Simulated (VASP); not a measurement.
# HW8S16 (a cell with a defect) in VASP: single point with PBE+D3(BJ)

Aim: the single point of HW8S16 (a cell with a defect) with PBE+D3(BJ).

All numbers are computed with VASP 6.6.1; they aren't measurements. Logs are shortened: lines on timing, memory, paths and dates and some standing lists are left out, and cuts for length are marked.

**1. The cell of the first run**

The cell holds a defect, 25 atoms: a = 6.308 Å, b = 6.308 Å, c = 12.145 Å, α = 90.00°, β = 90.00°, γ = 120.00°.

**2. Single point, PBE+D3(BJ) (with an interstitial atom, then relaxed in part)**

Input file INCAR:

```
PREC = Accurate ; ENCUT = 520
EDIFF = 1E-7 ; ISMEAR = 0
SIGMA = 0.01 ; LREAL = Auto
LASPH = True ; NELM = 100
ALGO = Normal ; ISIF = 2
LWAVE = False ; LCHARG = True
GGA = PE ; IVDW = 12
LELF = True ; LVHAR = True
NBANDS = 122 ; NELECT = 210.0
```

Input file KPOINTS:

```
Automatic mesh
0
Gamma
  3 3 2
  0 0 0.5
```

Input file POSCAR:

```
HW8S16
1.0
    6.3082133253     -0.0000000001      0.0000000000
   -3.1541066627     -5.4630729922      0.0000000000
    0.0000000000      0.0000000000    -12.1445021927
W S H
8 16 1
Direct
    0.8342713967      0.1673470913      0.2523954288
    0.3352483302      0.1673904794      0.2523952954
    0.8342273627      0.6663686954      0.2523954701
    0.3345042915      0.6671104778      0.2523953049
    0.1825486503      0.3616432172      0.7524267525
    0.6679620440      0.3336507220      0.7524271936
    0.1800611801      0.8215573666      0.7524284870
    0.6399528697      0.8190543855      0.7524273405
    0.8346953728      0.1669097116      0.8817232677
    0.3350373668      0.1673956475      0.8819313104
    0.8342177337      0.6665752111      0.8819309563
    0.3335357240      0.6680586485      0.8952224082
    0.1678949561      0.3336436950      0.3823210075
    0.6679393962      0.3336781055      0.3829456686
    0.1677651277      0.8338528070      0.3823082430
    0.6679726541      0.8337225126      0.3823200219
    0.8346927704      0.1669117776      0.6231299390
    0.3350371005      0.1673935173      0.6229233447
    0.8342201735      0.6665771995      0.6229239805
    0.3335345070      0.6680608002      0.6096332329
    0.1678944081      0.3336430180      0.1224695022
    0.6679398532      0.3336783710      0.1218454991
    0.1677644138      0.8338528488      0.1224824570
    0.6679735815      0.8337227607      0.1224705823
   -0.0006261145      0.0022276005      0.7524294024
```

Potentials or basis: VASP PAW PBE potentials, release 64 (W_sv, S, H).

Run with:

```console
$ cat potpaw_PBE.64/W_sv/POTCAR potpaw_PBE.64/S/POTCAR potpaw_PBE.64/H/POTCAR > POTCAR
$ mpirun -np 1 vasp_std > vasp.out
```

OUTCAR:

```text
PREC = Accurate
   ENCUT = 520
   EDIFF = 1E-7
   ISMEAR = 0
   LREAL = Auto
   LASPH = True
   NELM = 100
   ISIF = 2
   GGA = PE
   IVDW = 12
   NELECT = 210.0
 IVDW          = 12

 ion  position               nearest neighbor table
   1  0.834  0.167  0.252-  16 2.41  24 2.41  13 2.41  21 2.41  22 2.41  14 2.41   3 3.15   2 3.15
                             4 3.15   4 3.15   2 3.16   3 3.16
   2  0.335  0.167  0.252-  23 2.41  15 2.41  13 2.41  21 2.41  22 2.41  14 2.41   3 3.15   1 3.15
                             4 3.15   4 3.15   1 3.16   3 3.16
   3  0.834  0.666  0.252-  23 2.41  15 2.41  24 2.41  16 2.41  22 2.41  14 2.41   2 3.15   1 3.15
                             4 3.15   4 3.15   1 3.16   2 3.16
   4  0.335  0.667  0.252-  15 2.41  23 2.41  16 2.41  13 2.41  24 2.41  21 2.41   3 3.15   2 3.15
                             1 3.15   1 3.15   2 3.15   3 3.15
   5  0.183  0.362  0.752-  25 1.96  20 2.41  12 2.41  18 2.47  10 2.47   9 2.47  17 2.47   8 2.89
                             7 2.91   6 3.15   6 3.16   7 3.40   8 3.42
   6  0.668  0.334  0.752-  11 2.40  18 2.40  10 2.40  19 2.40  17 2.41   9 2.41   8 3.15   5 3.15
                             7 3.16   7 3.16   5 3.16   8 3.16
   7  0.180  0.822  0.752-  25 1.97  20 2.41  12 2.41  10 2.46  18 2.46  11 2.46  19 2.46   8 2.91
                             5 2.91   6 3.16   6 3.16   5 3.40   8 3.40
   8  0.640  0.819  0.752-  25 1.96  20 2.41  12 2.41  11 2.47  19 2.47   9 2.47  17 2.47   5 2.89
                             7 2.91   6 3.15   6 3.16   7 3.40   5 3.42
   9  0.835  0.167  0.882-   6 2.41   5 2.47   8 2.47
  10  0.335  0.167  0.882-   6 2.40   7 2.46   5 2.47
  11  0.834  0.667  0.882-   6 2.40   7 2.46   8 2.47
  12  0.334  0.668  0.895-   5 2.41   8 2.41   7 2.41
  13  0.168  0.334  0.382-   4 2.41   2 2.41   1 2.41
  14  0.668  0.334  0.383-   1 2.41   3 2.41   2 2.41
[... 9 lines left out ...]
  24  0.668  0.834  0.122-   4 2.41   3 2.41   1 2.41
  25  0.999  0.002  0.752-   5 1.96   8 1.96   7 1.97

  LATTYP: Found a hexagonal cell.
 ALAT       =     6.3082133253
 C/A-ratio  =     1.9251888873

  Lattice vectors:

 A1 = (   6.3082133253,  -0.0000000001,   0.0000000000)
 A2 = (  -3.1541066627,  -5.4630729922,   0.0000000000)
 A3 = (   0.0000000000,   0.0000000000, -12.1445021927)

Analysis of symmetry for initial positions (statically):
=====================================================================
 Subroutine PRICEL returns:
 Original cell was already a primitive cell.

 Routine SETGRP: Setting up the symmetry group for a
 hexagonal supercell.

 Subroutine GETGRP returns: Found  1 space group operations
 (whereof  1 operations were pure point group operations)
 out of a pool of 24 trial point group operations.

The static configuration has the point symmetry C_1 .

Analysis of symmetry for dynamics (positions and initial velocities):
=====================================================================
 Subroutine PRICEL returns:
 Original cell was already a primitive cell.

 Routine SETGRP: Setting up the symmetry group for a
 hexagonal supercell.

 Subroutine GETGRP returns: Found  1 space group operations
 (whereof  1 operations were pure point group operations)
 out of a pool of 24 trial point group operations.

The dynamic configuration has the point symmetry C_1 .

 Subroutine INISYM returns: Found  1 space group operations
 (whereof  1 operations are pure point group operations),
 and found     1 'primitive' translations

----------------------------------------------------------------------------------------

                                     Primitive cell

  volume of cell :     418.5266

  direct lattice vectors                    reciprocal lattice vectors
     6.308213325 -0.000000000  0.000000000     0.158523491 -0.091523580  0.000000000
    -3.154106663 -5.463072992  0.000000000    -0.000000000 -0.183047161  0.000000000
     0.000000000  0.000000000-12.144502193     0.000000000  0.000000000 -0.082341786

  length of vectors
     6.308213325  6.308213325 12.144502193     0.183047161  0.183047161  0.082341786

  position of ions in fractional coordinates (direct lattice)
     0.834271397  0.167347091  0.252395429
     0.335248330  0.167390479  0.252395295
     0.834227363  0.666368695  0.252395470
     0.334504291  0.667110478  0.252395305
     0.182548650  0.361643217  0.752426752
     0.667962044  0.333650722  0.752427194
[... 17 lines left out ...]
     0.667973582  0.833722761  0.122470582
     0.999373885  0.002227600  0.752429402

  ion indices of the primitive-cell ions
   primitive index   ion index
                 1           1
                 2           2
                 3           3
                 4           4
                 5           5
                 6           6
[... 17 lines left out ...]
                24          24
                25          25

----------------------------------------------------------------------------------------

 KPOINTS: Automatic mesh

Automatic generation of k-mesh.
 Grid dimensions read from file:
 generate k-points for:    3    3    2

 Generating k-lattice:

  Cartesian coordinates                     Fractional coordinates (reciprocal lattice)
     0.052841164 -0.030507860  0.000000000     0.333333333 -0.000000000  0.000000000
    -0.000000000 -0.061015720  0.000000000    -0.000000000  0.333333333  0.000000000
     0.000000000  0.000000000 -0.041170893     0.000000000  0.000000000  0.500000000

  Length of vectors
     0.061015720  0.061015720  0.041170893

  Shift w.r.t. Gamma in fractional coordinates (k-lattice)
     0.000000000  0.000000000  0.500000000

 Subroutine IBZKPT returns following result:
 ===========================================

 Found      9 irreducible k-points:

 Following reciprocal coordinates:
            Coordinates               Weight
  0.000000  0.000000  0.250000      2.000000
  0.333333  0.000000  0.250000      2.000000
 -0.000000  0.333333  0.250000      2.000000
 -0.333333  0.333333  0.250000      2.000000
 -0.333333 -0.000000  0.250000      2.000000
  0.000000 -0.333333  0.250000      2.000000
  0.333333 -0.333333  0.250000      2.000000
  0.333333  0.333333  0.250000      2.000000
 -0.333333 -0.333333  0.250000      2.000000
   k-points           NKPTS =      9   k-points in BZ     NKDIM =      9   number of bands    NBANDS=    122
   number of dos      NEDOS =    301   number of ions     NIONS =     25
   total plane-waves  NPLWV = 207360
   dimension x,y,z NGX =    48 NGY =   48 NGZ =   90
   dimension x,y,z NGXF=    96 NGYF=   96 NGZF=  180
   ions per type =               8  16   1
   NGX,Y,Z   is equivalent  to a cutoff of  12.65, 12.65, 12.32 a.u.
   NGXF,Y,Z  is equivalent  to a cutoff of  25.30, 25.30, 24.64 a.u.
 SYSTEM =  unknown system
   PREC   = accura    normal or accurate (medium, high low for compatibility)
   ISTART =      0    job   : 0-new  1-cont  2-samecut
   ICHARG =      2    charge: 1-file 2-atom 10-const
   ISPIN  =      1    spin polarized calculation?
   LNONCOLLINEAR =      F non collinear calculations
   LSORBIT =      F    spin-orbit coupling
   LASPH  =      T    aspherical Exc in radial PAW
   ENCUT  =  520.0 eV  38.22 Ry    6.18 a.u.  11.73 11.73 22.58*2*pi/ulx,y,z
   NELM   =    100;   NELMIN=  2; NELMDL= -5     # of ELM steps
   EDIFF  = 0.1E-06   stopping-criterion for ELM
   LREAL  =      T    real-space projection
   EDIFFG = 0.1E-05   stopping-criterion for IOM
   NSW    =      0    number of steps for IOM
   IBRION =     -1    ionic relax: 0-MD 1-quasi-New 2-CG
   NFREE  =      0    steps in history (QN), initial steepest desc. (CG)
   ISIF   =      2    stress and relaxation
   ISYM   =      2    0-nonsym 1-usesym 2-fastsym
   POTIM  = 0.5000    time-step for ionic-motion
   TEBEG  =    0.0;   TEEND  =   0.0 temperature during run
   PSTRESS=    0.0 pullay stress
   NELECT =     210.0000    total number of electrons
   NUPDOWN=      -1.0000    fix difference up-down
   EMIN   =  10.00;   EMAX   =-10.00  energy-range for DOS
   EFERMI =   0.00;   METHOD = LEGACY
   ISMEAR =     0;   SIGMA  =   0.01  broadening in eV -4-tet -1-fermi 0-gaus
   EFERMI_NEDOS =   21; number of points for ismear=-14 and -15
   IALGO  =     38    algorithm
   IMIX   =      4    mixing-type and parameters
     AMIX     =   0.40;   BMIX     =  1.00
     AMIX_MAG =   1.60;   BMIX_MAG =  1.00
  volume/ion in A,a.u.               =      16.74       112.97
  Fermi-wavevector in a.u.,A,eV,Ry     =   1.300889  2.458324 23.025304  1.692312
  Thomas-Fermi vector in A             =   2.432058
   LORBIT       =      0    0 simple, 1 ext, 2 COOP (PROOUT), +10 PAW based schemes
   GGA     = PE    functional components
   LHFCALC =     F    Hartree Fock is set to
   AEXX    =    0.0000 exact exchange contribution
   IVDW    =    12    specifies the selected vdW correction
   LEPSILON=     F    determine dielectric tensor
   LRPA    =     F    only Hartree local field effects (RPA)
 non-spin polarized calculation
 Gauss-broadening in eV      SIGMA  =   0.01
  energy-cutoff  :      520.00
  volume of cell :      418.53
 maximum number of plane-waves:     11289
   NGX = 23   NGY = 23   NGZ = 45

 number of electron     209.9999974 magnetization

 Free energy of the ion-electron system (eV)
  ---------------------------------------------------
  ext. energy  EPLUGINS =         0.00000000
  ---------------------------------------------------
  free energy    TOTEN  =      -181.67768857 eV

  energy without entropy =     -181.67638113  energy(sigma->0) =     -181.67703485

 E-fermi :   8.6305     XC(G=0): -11.1646

 val. band max:        8.6303990378   @ k =   0.3333  -0.3333   0.2500
 cond. band min:       8.7177695216   @ k =   0.3333   0.3333   0.2500
 fundamental gap:      0.0873704838
 Fermi energy:         8.6304972113

 k-point     1 :       0.0000    0.0000    0.2500
  band No.  band energies     occupation
      1     -67.0291      2.00000
      2     -67.0086      2.00000
      3     -66.9985      2.00000
      4     -66.9984      2.00000
      5     -66.7044      2.00000
      6     -66.5811      2.00000
[... 109 lines left out ...]
    116      10.1706      0.00000
    117      10.2627      0.00000
[... 958 lines left out ...]
    116       9.8267      0.00000
    117       9.8957      0.00000
 [bands above 117 left out]

------------------------ aborting loop because EDIFF is reached ----------------------------------------

 Edisp (eV)  -10.60984

 E8    (eV) :    -4.4392

  FORCE on cell =-STRESS in cart. coord.  units (eV):
  Direction    XX          YY          ZZ          XY          YZ          ZX
  --------------------------------------------------------------------------------------
  -------------------------------------------------------------------------------------
  Total      11.46185    11.97402    13.60530    -0.43897     0.00135    -0.00243
  in kB      43.87754    45.83821    52.08297    -1.68044     0.00516    -0.00931
  external pressure =       47.27 kB  Pullay stress =        0.00 kB

 VOLUME and BASIS-vectors are now :
 -----------------------------------------------------------------------------
  energy-cutoff  :      520.00
  volume of cell :      418.53
      direct lattice vectors                 reciprocal lattice vectors
     6.308213325 -0.000000000  0.000000000     0.158523491 -0.091523580  0.000000000
    -3.154106663 -5.463072992  0.000000000    -0.000000000 -0.183047161  0.000000000
     0.000000000  0.000000000-12.144502193     0.000000000  0.000000000 -0.082341786

 POSITION                                       TOTAL-FORCE (eV/Angst)
 -----------------------------------------------------------------------------------
      4.73493     -0.91423     -3.06522         0.000359     -0.000940      0.000447
      1.58685     -0.91447     -3.06522        -0.000944     -0.000053     -0.000666
      3.16069     -3.64042     -3.06522         0.000101     -0.000387      0.000113
      0.00599     -3.64447     -3.06522         0.000628     -0.000427      0.000247
      0.01089     -1.97568     -9.13785        -0.001265     -0.001127     -0.000195
      3.16128     -1.82276     -9.13785        -0.000163      0.000122      0.000105
[... 17 lines left out ...]
      1.58407     -4.55469     -1.48734         0.001349     -0.000418      0.002854
      6.29724     -0.01217     -9.13788         0.000017      0.000072      0.000140
 -----------------------------------------------------------------------------------
    total drift:                                0.007029      0.001608     -0.003975

  FREE ENERGIE OF THE ION-ELECTRON SYSTEM (eV)
  ---------------------------------------------------
  free  energy   TOTEN  =      -192.2875272316 eV

  energy  without entropy=     -192.2862197853  energy(sigma->0) =     -192.28687351
```

It took 29 min on 1 thread of Intel Xeon 8259CL, shared host; peak memory 0.63 GiB.

Results:

| Property | Result |
| --- | --- |
| Free energy | -192.2875 eV |
| Largest force | 0.007 eV/Å |
| Dispersion energy per atom | -0.424 eV |

Forces in eV/Å, atoms in the order of the input:
```
W    0.000 -0.001  0.000
W   -0.001  0.000 -0.001
W    0.000  0.000  0.000
W    0.001  0.000  0.000
W   -0.001 -0.001  0.000
W    0.000  0.000  0.000
W    0.005  0.002  0.000
W   -0.002  0.002  0.001
S    0.000  0.001 -0.005
S   -0.001  0.001 -0.005
S   -0.001 -0.002 -0.004
S    0.000  0.000 -0.006
S   -0.001  0.000 -0.003
S   -0.001  0.001 -0.003
S    0.000  0.000 -0.004
S   -0.001  0.000 -0.003
S    0.000  0.001  0.006
S   -0.001  0.001  0.006
S    0.000 -0.001  0.005
S    0.000  0.000  0.002
S    0.001  0.000  0.003
S    0.001  0.000  0.006
S    0.001 -0.001  0.002
S    0.001  0.000  0.003
H    0.000  0.000  0.000
```

Caveat: the k points lie up to 0.38 Å⁻¹ apart, too coarse for converged energies and pressures of a metal; the cell carries a net charge on a neutralising background, which shifts energy and pressure; the cell differs from its parent crystal (with an interstitial atom, then relaxed in part); the cell is charged against a uniform background, so pressure and absolute levels hang on convention; spin-orbit coupling is left out, which moves the levels of the heavy elements.
